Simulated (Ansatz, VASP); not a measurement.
Cu in VASP and in Ansatz

File INCAR:

```
PREC     = Accurate       # precision mode
ENCUT    = 520            # plane-wave cutoff, eV
EDIFF    = 1E-7           # SCF threshold, eV
ISMEAR   = 0              # smearing method
SIGMA    = 0.1            # smearing width, eV
LREAL    = F              # projectors in reciprocal space
LASPH    = T              # aspherical terms in the spheres
NELM     = 100            # most SCF steps
ALGO     = Normal         # electronic algorithm
ISIF     = 2              # what is computed and relaxed
LWAVE    = F              # write WAVECAR
LCHARG   = T              # write CHGCAR
GGA      = PS             # functional
LELF     = T              # ELF
LVHAR    = T            
NBANDS   = 42             # bands
```

Contents of KPOINTS:

```
Automatic mesh
0
Gamma
  10 10 1
```

POSCAR

```
Cu
1.0
    2.5036580000      0.0000000000      0.0000000000
   -1.2518290000      2.1682314304      0.0000000000
    0.0000000000      0.0000000000     24.5755890000
Cu
6
Direct
    0.0000000000      0.0000000000      0.3737640000
    0.6666670000      0.3333330000      0.2896140000
    0.3333330000      0.6666670000      0.4579910000
    0.0000000000      0.0000000000      0.6262360000
    0.6666670000      0.3333330000      0.5420090000
    0.3333330000      0.6666670000      0.7103860000
```

Input for Ansatz:

```yaml
crystal:
  lattice:
    - [2.503658, 0.0, 0.0]
    - [-1.2518289999999994, 2.1682314303881403, 0.0]
    - [0.0, 0.0, 24.575589]
  atoms:
    - { symbol: Cu, position: [0.0, 0.0, 0.373764] }
    - { symbol: Cu, position: [0.666667, 0.333333, 0.289614] }
    - { symbol: Cu, position: [0.333333, 0.666667, 0.457991] }
    - { symbol: Cu, position: [0.0, 0.0, 0.626236] }
    - { symbol: Cu, position: [0.666667, 0.333333, 0.542009] }
    - { symbol: Cu, position: [0.333333, 0.666667, 0.710386] }
basis:
  ecutwfc: 450.0
kpoints:
  mp_grid:
    grid: [10, 10, 1]
hamiltonian:
  xc: pbesol
scf:
  occupations:
    method: gaussian
    width: 0.1
output:
  forces: true
  stress: true
```

Alike in both runs: task single point; functional PBEsol; k mesh 10 × 10 × 1; occupations gaussian, width 0.1 eV; no spin polarisation.

```csv
,VASP,Ansatz
version,VASP 6.6.1,Ansatz 0.2.0
potentials or method,"VASP PAW PBE potentials, release 64 (Cu), cutoff 520 eV","plane waves, PAW"
valence electrons in the cell,66,114
```

Ansatz gave:

* rms of the force components (eV/Å): 0.032

**Question.** Which values does VASP return?

**Answer.** rms of the force components (eV/Å): 0.029.

VASP's potentials were made for PBE, not for PBEsol. Atom by atom the forces differ by 0.008 eV/Å (rms over components). With one functional, cell and mesh, what is left measures potentials, basis and numerics. VASP's potentials hold 66 valence electrons a cell and Ansatz's 114, so a difference there can come from the potentials and not from the codes. Ansatz's warnings: structure snapped to symmetry.
